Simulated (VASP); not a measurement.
Set up this calculation in VASP 6.6.1, as the native input.

```yaml
Task: relaxation of cell and atoms
Functional: PBEsol
Potentials_or_basis: VASP PAW PBE potentials, release 64 (Si, C)
Cutoff: 600 eV
k_mesh: 9 × 9 × 2
Occupations: fermi-dirac, width 0.03 eV
Spin: no spin polarisation
Dipole_correction: no
Further_INCAR_settings: ALGO = Normal; EDIFF = 1e-07; IBRION = 2; EDIFFG = -0.01; NSW = 100; ISIF = 3
```

The structure of SiC lies in POSCAR:

```
SiC
1.0
    2.9581671127      0.0000000000      0.0000000000
   -1.4790835564      2.5618478682      0.0000000000
    0.0000000000      0.0000000000      9.6613737901
Si C
4 4
Direct
    0.0000000000      0.0000000000      0.0000000000
    0.3333333333      0.6666666667      0.2500000000
    0.0000000000      0.0000000000      0.5000000000
    0.6666666667      0.3333333333      0.7500000000
    0.0000000000      0.0000000000      0.1875000000
    0.3333333333      0.6666666667      0.4375000000
    0.0000000000      0.0000000000      0.6875000000
    0.6666666667      0.3333333333      0.9375000000
```

The input as run:

INCAR

```
SYSTEM = SiC
ALGO = Normal ; EDIFF = 1E-7
EDIFFG = -0.01 ; ENCUT = 600
GGA = PS ; IBRION = 2
ISIF = 3 ; ISMEAR = -1
LASPH = .TRUE. ; LCHARG = .FALSE.
LREAL = .FALSE. ; LWAVE = .FALSE.
NELM = 100 ; NSW = 100
PREC = Accurate ; SIGMA = 0.03
```

KPOINTS

```
k-points
0
G
  9 9 2
  0 0 0
```

Potentials or basis: VASP PAW PBE potentials, release 64 (Si, C).

Command:

```sh
$ cat potpaw_PBE.64/Si/POTCAR potpaw_PBE.64/C/POTCAR > POTCAR
$ mpirun -np 1 vasp_std > vasp.out
```

Results of the run:

```
Relaxed volume                         : 10.35 Å³/atom
Relaxed cell                           : a = 3.080 Å, b = 3.080 Å, c = 10.082 Å, α = 90.00°, β = 90.00°, γ = 120.00°
Space group after relaxing (to 0.05 Å) : P6_3mc (No. 186)
Energy gained by relaxing              : 116.4 meV/atom
Ionic steps                            : 8
Pressure after relaxing                : -0.1 GPa
Band gap on the k mesh                 : 2.22 eV, indirect (least direct gap 3.32 eV)
```

Caveat: the PAW data sets were made with another functional, which shifts forces and pressure a little.

Wall time 2.2 min on 1 thread of AMD EPYC 9R45 96-Core Processor (Zen 5), with other jobs on the host, peak memory 0.19 GiB.
